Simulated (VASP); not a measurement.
# Pt (I4/mmm) in VASP: a series of runs

Runs on Pt. Level: r2SCAN. Tasks: single point.

Everything below comes from runs of VASP 6.6.1. Logs are shortened: lines on timing, memory, paths and dates and some standing lists are left out, and cuts for length are marked.

**1. The cell of the first run**

Symmetry: I4/mmm, No. 139, tetragonal system. The conventional cell has a = 3.121 Å, b = 3.121 Å, c = 3.263 Å, α = 90.00°, β = 90.00°, γ = 90.00°. Pt (site symmetry 4/mmm) has 14 Pt at 2.74 to 3.26 Å within 3.6 Å.

**2. Single point, r2SCAN (strain -0.015 along x and y, +0.030 along z)**

File POSCAR:

```
Pt
1.0
   -1.5604567000      1.5604567000      1.6317466000
    1.5604567000     -1.5604567000      1.6317466000
    1.5604567000      1.5604567000     -1.6317466000
Pt
1
Direct
    0.0000000000      0.0000000000      0.0000000000
```

File INCAR.step1:

```
SYSTEM = Pt
PREC = Accurate
ENCUT = 520
ISMEAR = 0
SIGMA = 0.15
LREAL = .False.
LASPH = .True.
NELM = 100
NBANDS = 11
GGA = PE
ALGO = Normal
EDIFF = 1E-4
LWAVE = .True.
LCHARG = .False.
```

File INCAR.step2:

```
SYSTEM = Pt
PREC = Accurate
ENCUT = 520
EDIFF = 1E-6
ISMEAR = 0
SIGMA = 0.15
LREAL = .False.
LASPH = .True.
NELM = 100
ALGO = Normal
ISIF = 2
LWAVE = .False.
LCHARG = .True.
METAGGA = R2SCAN
LMIXTAU = .True.
LELF = .True.
LVHAR = .True.
NBANDS = 11
ISTART = 1
```

File KPOINTS:

```
regular mesh
0
Gamma
  22 22 22
  0 0 0
```

Potentials or basis: VASP PAW PBE potentials, release 64 (Pt).

Started as:

```bash
$ cat potpaw_PBE.64/Pt/POTCAR > POTCAR
$ cp INCAR.step1 INCAR
$ mpirun -np 1 vasp_std > vasp.out
$ cp INCAR.step2 INCAR
$ mpirun -np 1 vasp_std > vasp.out
```

OUTCAR:

```text
SYSTEM = Pt
   PREC = Accurate
   ENCUT = 520
   EDIFF = 1E-6
   ISMEAR = 0
   LREAL = .False.
   LASPH = .True.
   NELM = 100
   ISIF = 2
   METAGGA = R2SCAN
   ISTART = 1

 ion  position               nearest neighbor table
   1  0.000  0.000  0.000-

  LATTYP: Found a body centered tetragonal cell.
 ALAT       =     3.1209134000
 C/A-ratio  =     1.0456852792

  Lattice vectors:

 A1 = (  -1.5604567000,   1.5604567000,   1.6317466000)
 A2 = (   1.5604567000,  -1.5604567000,   1.6317466000)
 A3 = (   1.5604567000,   1.5604567000,  -1.6317466000)

Analysis of symmetry for initial positions (statically):
=====================================================================
 Subroutine PRICEL returns:
 Original cell was already a primitive cell.

 Routine SETGRP: Setting up the symmetry group for a
 body centered tetragonal supercell.

 Subroutine GETGRP returns: Found 16 space group operations
 (whereof 16 operations were pure point group operations)
 out of a pool of 16 trial point group operations.

The static configuration has the point symmetry D_4h.

Analysis of symmetry for dynamics (positions and initial velocities):
=====================================================================
 Subroutine PRICEL returns:
 Original cell was already a primitive cell.

 Routine SETGRP: Setting up the symmetry group for a
 body centered tetragonal supercell.

 Subroutine GETGRP returns: Found 16 space group operations
 (whereof 16 operations were pure point group operations)
 out of a pool of 16 trial point group operations.

The dynamic configuration has the point symmetry D_4h.

 Subroutine INISYM returns: Found 16 space group operations
 (whereof 16 operations are pure point group operations),
 and found     1 'primitive' translations

----------------------------------------------------------------------------------------

                                     Primitive cell

  volume of cell :      15.8934

  direct lattice vectors                    reciprocal lattice vectors
    -1.560456700  1.560456700  1.631746600     0.000000000  0.320419016  0.306420127
     1.560456700 -1.560456700  1.631746600     0.320419016  0.000000000  0.306420127
     1.560456700  1.560456700 -1.631746600     0.320419016  0.320419016  0.000000000

  length of vectors
     2.744566850  2.744566850  2.744566850     0.443352726  0.443352726  0.453140918

  position of ions in fractional coordinates (direct lattice)
     0.000000000  0.000000000  0.000000000

  ion indices of the primitive-cell ions
   primitive index   ion index
                 1           1

----------------------------------------------------------------------------------------

 KPOINTS: regular mesh

Automatic generation of k-mesh.
 Grid dimensions read from file:
 generate k-points for:   22   22   22

 Generating k-lattice:

  Cartesian coordinates                     Fractional coordinates (reciprocal lattice)
     0.000000000  0.014564501  0.013928188     0.045454545  0.000000000  0.000000000
     0.014564501  0.000000000  0.013928188     0.000000000  0.045454545  0.000000000
     0.014564501  0.014564501  0.000000000     0.000000000  0.000000000  0.045454545

  Length of vectors
     0.020152397  0.020152397  0.020597314

  Shift w.r.t. Gamma in fractional coordinates (k-lattice)
     0.000000000  0.000000000  0.000000000

 Subroutine IBZKPT returns following result:
 ===========================================

 Found    834 irreducible k-points:

 Following reciprocal coordinates:
            Coordinates               Weight
  0.000000  0.000000  0.000000      1.000000
  0.045455  0.000000 -0.000000      8.000000
  0.090909  0.000000 -0.000000      8.000000
  0.136364  0.000000  0.000000      8.000000
  0.181818 -0.000000  0.000000      8.000000
  0.227273  0.000000  0.000000      8.000000
[... 16 lines left out ...]
  0.500000  0.045455  0.000000     16.000000
 -0.454545  0.045455  0.000000     16.000000
 [... further k-points ...]
   k-points           NKPTS =    834   k-points in BZ     NKDIM =    834   number of bands    NBANDS=     11
   number of dos      NEDOS =    301   number of ions     NIONS =      1
   total plane-waves  NPLWV =   8000
   dimension x,y,z NGX =    20 NGY =   20 NGZ =   20
   dimension x,y,z NGXF=    40 NGYF=   40 NGZF=   40
   ions per type =               1
   NGX,Y,Z   is equivalent  to a cutoff of  12.11, 12.11, 12.11 a.u.
   NGXF,Y,Z  is equivalent  to a cutoff of  24.23, 24.23, 24.23 a.u.
 SYSTEM =  Pt
   PREC   = accura    normal or accurate (medium, high low for compatibility)
   ISTART =      1    job   : 0-new  1-cont  2-samecut
   ICHARG =      0    charge: 1-file 2-atom 10-const
   ISPIN  =      1    spin polarized calculation?
   LNONCOLLINEAR =      F non collinear calculations
   LSORBIT =      F    spin-orbit coupling
   LASPH  =      T    aspherical Exc in radial PAW
   ENCUT  =  520.0 eV  38.22 Ry    6.18 a.u.   5.10  5.10  5.10*2*pi/ulx,y,z
   NELM   =    100;   NELMIN=  2; NELMDL=  0     # of ELM steps
   EDIFF  = 0.1E-05   stopping-criterion for ELM
   LREAL  =      F    real-space projection
   EDIFFG = 0.1E-04   stopping-criterion for IOM
   NSW    =      0    number of steps for IOM
   IBRION =     -1    ionic relax: 0-MD 1-quasi-New 2-CG
   NFREE  =      0    steps in history (QN), initial steepest desc. (CG)
   ISIF   =      2    stress and relaxation
   ISYM   =      2    0-nonsym 1-usesym 2-fastsym
   POTIM  = 0.5000    time-step for ionic-motion
   TEBEG  =    0.0;   TEEND  =   0.0 temperature during run
   PSTRESS=    0.0 pullay stress
   NELECT =      10.0000    total number of electrons
   NUPDOWN=      -1.0000    fix difference up-down
   EMIN   =  10.00;   EMAX   =-10.00  energy-range for DOS
   EFERMI =   0.00;   METHOD = LEGACY
   ISMEAR =     0;   SIGMA  =   0.15  broadening in eV -4-tet -1-fermi 0-gaus
   EFERMI_NEDOS =   21; number of points for ismear=-14 and -15
   IALGO  =     38    algorithm
   IMIX   =      4    mixing-type and parameters
     AMIX     =   0.40;   BMIX     =  1.00
     AMIX_MAG =   1.60;   BMIX_MAG =  1.00
  volume/ion in A,a.u.               =      15.89       107.25
  Fermi-wavevector in a.u.,A,eV,Ry     =   1.402823  2.650950 26.775061  1.967911
  Thomas-Fermi vector in A             =   2.525546
   LORBIT       =      0    0 simple, 1 ext, 2 COOP (PROOUT), +10 PAW based schemes
   METAGGA = R2SCAN    functional components
   LHFCALC =     F    Hartree Fock is set to
   AEXX    =    0.0000 exact exchange contribution
   IVDW    =     0    specifies the selected vdW correction
   LEPSILON=     F    determine dielectric tensor
   LRPA    =     F    only Hartree local field effects (RPA)
 non-spin polarized calculation
 Gauss-broadening in eV      SIGMA  =   0.15
  energy-cutoff  :      520.00
  volume of cell :       15.89
 maximum number of plane-waves:       440
   NGX = 11   NGY = 11   NGZ = 11

 number of electron      10.0000000 magnetization

 Free energy of the ion-electron system (eV)
  ---------------------------------------------------
  ext. energy  EPLUGINS =         0.00000000
  ---------------------------------------------------
  free energy    TOTEN  =       -51.40959360 eV

  energy without entropy =      -51.39694975  energy(sigma->0) =      -51.40327168

 E-fermi :   9.8456     XC(G=0): -14.2347

 val. band max:        9.8453940791   @ k =  -0.3636   0.4091   0.1818
 cond. band min:       9.8470242306   @ k =  -0.3182   0.3182   0.1364
 fundamental gap:      0.0016301515
 Fermi energy:         9.8455616364

 k-point     1 :       0.0000    0.0000    0.0000
  band No.  band energies     occupation
      1       0.1809      2.00000
      2       6.1703      2.00000
      3       6.1703      2.00000
      4       6.5356      2.00000
      5       8.5108      2.00000
      6       8.9527      2.00000
      7      27.3790      0.00000
      8      28.2544      0.00000
      9      28.2544      0.00000
     10      37.0731      0.00000
     11      37.9778      0.00000

 k-point     2 :       0.0455    0.0000   -0.0000
  band No.  band energies     occupation
      1       0.2672      2.00000
      2       6.1730      2.00000
      3       6.1858      2.00000
      4       6.5563      2.00000
      5       8.4818      2.00000
      6       8.9373      2.00000
      7      27.4556      0.00000
      8      28.2841      0.00000
      9      28.3782      0.00000
     10      35.8808      0.00000
     11      37.2899      0.00000

 k-point     3 :       0.0909    0.0000   -0.0000
  band No.  band energies     occupation
      1       0.5213      2.00000
      2       6.1683      2.00000
      3       6.1780      2.00000
      4       6.6842      2.00000
      5       8.3998      2.00000
      6       8.9043      2.00000
      7      27.6370      0.00000
      8      28.3008      0.00000
      9      28.7438      0.00000
     10      34.5105      0.00000
     11      35.7007      0.00000

 k-point     4 :       0.1364    0.0000    0.0000
  band No.  band energies     occupation
      1       0.9270      2.00000
      2       6.0628      2.00000
      3       6.1788      2.00000
      4       6.9782      2.00000
      5       8.2913      2.00000
      6       8.8751      2.00000
      7      27.7493      0.00000
      8      28.0757      0.00000
      9      29.3338      0.00000
     10      33.5575      0.00000
     11      34.3075      0.00000

 k-point     5 :       0.1818   -0.0000    0.0000
  band No.  band energies     occupation
      1       1.4513      2.00000
      2       5.9004      2.00000
      3       6.1810      2.00000
      4       7.4105      2.00000
      5       8.2034      2.00000
      6       8.8607      2.00000
      7      27.1091      0.00000
      8      27.7199      0.00000
      9      30.1200      0.00000
     10      33.2493      0.00000
     11      33.5600      0.00000
[... 211 lines left out ...]
 k-point    21 :       0.4091    0.0455    0.0000
  band No.  band energies     occupation
      1       3.1953      2.00000
      2       5.0450      2.00000
      3       8.2835      2.00000
      4       8.6465      2.00000
      5       9.4721      1.99957
      6      10.9207      0.00000
      7      17.4810      0.00000
      8      24.3896      0.00000
      9      27.0774      0.00000
     10      34.8380      0.00000
     11      35.4446      0.00000

 k-point    22 :       0.4545    0.0455    0.0000
  band No.  band energies     occupation
      1       3.1822      2.00000
      2       4.9954      2.00000
      3       8.3350      2.00000
      4       8.8493      2.00000
      5       9.9016      0.59698
      6      11.3313      0.00000
      7      16.4250      0.00000
      8      24.1735      0.00000
      9      26.6275      0.00000
     10      34.5847      0.00000
     11      35.9284      0.00000

 k-point    23 :       0.5000    0.0455    0.0000
  band No.  band energies     occupation
      1       3.1816      2.00000
      2       4.9939      2.00000
      3       8.2804      2.00000
      4       8.9415      2.00000
      5       9.8926      0.65749
      6      11.3306      0.00000
      7      16.3962      0.00000
      8      24.1679      0.00000
      9      26.6354      0.00000
     10      34.5076      0.00000
     11      35.9865      0.00000

 k-point    24 :      -0.4545    0.0455    0.0000
  band No.  band energies     occupation
      1       3.1940      2.00000
      2       5.0407      2.00000
      3       8.1461      2.00000
      4       8.9110      2.00000
      5       9.4197      1.99994
      6      10.9110      0.00000
      7      17.4131      0.00000
      8      24.3733      0.00000
      9      27.1015      0.00000
     10      34.5703      0.00000
     11      35.6478      0.00000

 [... further k-points ...]

------------------------ aborting loop because EDIFF is reached ----------------------------------------

  FORCE on cell =-STRESS in cart. coord.  units (eV):
  Direction    XX          YY          ZZ          XY          YZ          ZX
  --------------------------------------------------------------------------------------
  -------------------------------------------------------------------------------------
  Total       -0.7041640     -0.7041640     -0.3628737      0.0000000      0.0000000      0.0000000
  in kB      -70.9852687    -70.9852687    -36.5805196      0.0000000      0.0000000      0.0000000
  external PRESSURE =     -59.5170190 kB  Pullay stress =       0.0000000 kB

 VOLUME and BASIS-vectors are now :
 -----------------------------------------------------------------------------
  energy-cutoff  :      520.00
  volume of cell :       15.89
      direct lattice vectors                 reciprocal lattice vectors
    -1.560456700  1.560456700  1.631746600     0.000000000  0.320419016  0.306420127
     1.560456700 -1.560456700  1.631746600     0.320419016  0.000000000  0.306420127
     1.560456700  1.560456700 -1.631746600     0.320419016  0.320419016  0.000000000

 POSITION                                       TOTAL-FORCE (eV/Angst)
 -----------------------------------------------------------------------------------
      0.00000      0.00000      0.00000        -0.000000      0.000000      0.000000
 -----------------------------------------------------------------------------------
    total drift:                                0.000000     -0.000000      0.000000

  FREE ENERGIE OF THE ION-ELECTRON SYSTEM (eV)
  ---------------------------------------------------
  free  energy   TOTEN  =       -51.4095936008 eV

  energy  without entropy=      -51.3969497521  energy(sigma->0) =      -51.40327168
```

It took 2.6 min on 1 thread of Intel Xeon 6975P-C (Granite Rapids), shared host; peak memory 0.25 GiB.

What came out:

```
Free energy            : -51.4096 eV
Pressure               : -6.0 GPa
Band gap on the k mesh : zero (bands 5 and 6 overlap by 2.35 eV)
```

Caveat: the cell differs from its parent crystal (strain -0.015 along x and y, +0.030 along z); the cell stands under tension; the PAW data sets were made with another functional, which shifts forces and pressure a little; spin-orbit coupling is left out, which moves the levels of the heavy elements.

**3. Single point, r2SCAN (strain +0.015 along x and y, -0.030 along z)**

File POSCAR:

```
Pt
1.0
   -1.6079833000      1.6079833000      1.5366934000
    1.6079833000     -1.6079833000      1.5366934000
    1.6079833000      1.6079833000     -1.5366934000
Pt
1
Direct
    0.0000000000      0.0000000000      0.0000000000
```

INCAR.step1 is that of step 2.

Edit INCAR.step2 of step 2 so:

```diff
@@ -3,3 +3,3 @@
 ENCUT = 520
-EDIFF = 1E-6
+EDIFF = 1E-7
 ISMEAR = 0
```

File KPOINTS:

```
Automatic mesh
0
Gamma
  22 22 22
  0 0 0
```

Potentials or basis: VASP PAW PBE potentials, release 64 (Pt).

Started as:

```bash
$ cat potpaw_PBE.64/Pt/POTCAR > POTCAR
$ cp INCAR.step1 INCAR
$ mpirun -np 1 vasp_std > vasp.out
$ cp INCAR.step2 INCAR
$ mpirun -np 1 vasp_std > vasp.out
```

OUTCAR:

```text
SYSTEM = Pt
   PREC = Accurate
   ENCUT = 520
   EDIFF = 1E-7
   ISMEAR = 0
   LREAL = .False.
   LASPH = .True.
   NELM = 100
   ISIF = 2
   METAGGA = R2SCAN
   ISTART = 1

 ion  position               nearest neighbor table
   1  0.000  0.000  0.000-

  LATTYP: Found a body centered tetragonal cell.
 ALAT       =     3.2159666000
 C/A-ratio  =     0.9556650246

  Lattice vectors:

 A1 = (  -1.6079833000,   1.6079833000,   1.5366934000)
 A2 = (   1.6079833000,  -1.6079833000,   1.5366934000)
[... 515 lines left out ...]
     11      35.1521      0.00000

 [... further k-points ...]

------------------------ aborting loop because EDIFF is reached ----------------------------------------

  FORCE on cell =-STRESS in cart. coord.  units (eV):
  Direction    XX          YY          ZZ          XY          YZ          ZX
  --------------------------------------------------------------------------------------
  -------------------------------------------------------------------------------------
  Total       -0.4476051     -0.4476051     -0.8790643      0.0000000      0.0000000     -0.0000000
  in kB      -45.1227254    -45.1227254    -88.6177977      0.0000000      0.0000000     -0.0000000
  external PRESSURE =     -59.6210828 kB  Pullay stress =       0.0000000 kB

 VOLUME and BASIS-vectors are now :
 -----------------------------------------------------------------------------
  energy-cutoff  :      520.00
  volume of cell :       15.89
      direct lattice vectors                 reciprocal lattice vectors
    -1.607983300  1.607983300  1.536693400     0.000000000  0.310948503  0.325373949
     1.607983300 -1.607983300  1.536693400     0.310948503  0.000000000  0.325373949
     1.607983300  1.607983300 -1.536693400     0.310948503  0.310948503  0.000000000

 POSITION                                       TOTAL-FORCE (eV/Angst)
 -----------------------------------------------------------------------------------
      0.00000      0.00000      0.00000         0.000000     -0.000000      0.000000
 -----------------------------------------------------------------------------------
    total drift:                                0.000000     -0.000000      0.000000

  FREE ENERGIE OF THE ION-ELECTRON SYSTEM (eV)
  ---------------------------------------------------
  free  energy   TOTEN  =       -51.4107464867 eV

  energy  without entropy=      -51.3982204389  energy(sigma->0) =      -51.40448346
```

Run time: 3.1 min. Hardware: 1 thread of Intel Xeon 6975P-C (Granite Rapids), shared host; peak memory 0.25 GiB.

Results:

* Free energy: -51.4107 eV
* Pressure: -6.0 GPa
* Band gap on the k mesh: zero (bands 5 and 6 overlap by 2.30 eV)

Caveat: the cell differs from its parent crystal (strain +0.015 along x and y, -0.030 along z); the cell stands under tension; the PAW data sets were made with another functional, which shifts forces and pressure a little; spin-orbit coupling is left out, which moves the levels of the heavy elements.
